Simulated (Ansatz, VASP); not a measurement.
**Ti3BiO3 in VASP and in Ansatz**

```
CELL_PARAMETERS angstrom
7.13493 0.00000 0.00000
-3.56746 6.17903 0.00000
0.00000 0.00000 2.86941
ATOMIC_POSITIONS crystal
Ti 0.57667 0.78834 0.50000
Ti 0.21166 0.78834 0.50000
Ti 0.21166 0.42333 0.50000
Bi 0.00000 0.00000 0.00000
O 0.45491 0.90982 0.00000
O 0.09018 0.54509 0.00000
O 0.45491 0.54509 0.00000
```

Alike in both runs: functional PBE; k mesh 2 × 2 × 4; occupations gaussian, width 0.15 eV; collinear spin.

Ansatz relaxed the structure, and its values are those at the end. VASP's run is a single point on that final structure, the one shown.

```csv
,VASP,Ansatz
version,VASP 6.6.1,Ansatz 0.2.0
potentials or method,"VASP PAW PBE potentials, release 64 (Ti_sv, Bi_d, O), cutoff 520 eV","scalar-relativistic, plane waves, PAW"
valence electrons in the cell,69,69
```

Ansatz gave:

| Item | Value |
| --- | --- |
| gap on the k mesh at the Fermi level (eV) | none |
| pressure (GPa) | 0.6 |
| rms of the force components (eV/Å) | 0.004 |
| net moment per atom (μB) | 0.00 |

Task: What did VASP give for the same quantities?

Result: gap on the k mesh at the Fermi level (eV): none; pressure (GPa): 0.8; rms of the force components (eV/Å): 0.032; net moment per atom (μB): 0.00.

A gap of «none» marks a metal or a gap that the smearing closes. Ansatz's warnings: seeded moment not kept.

The k mesh is coarse, so the values compare programs but aren't converged. Spin-orbit coupling is off throughout.
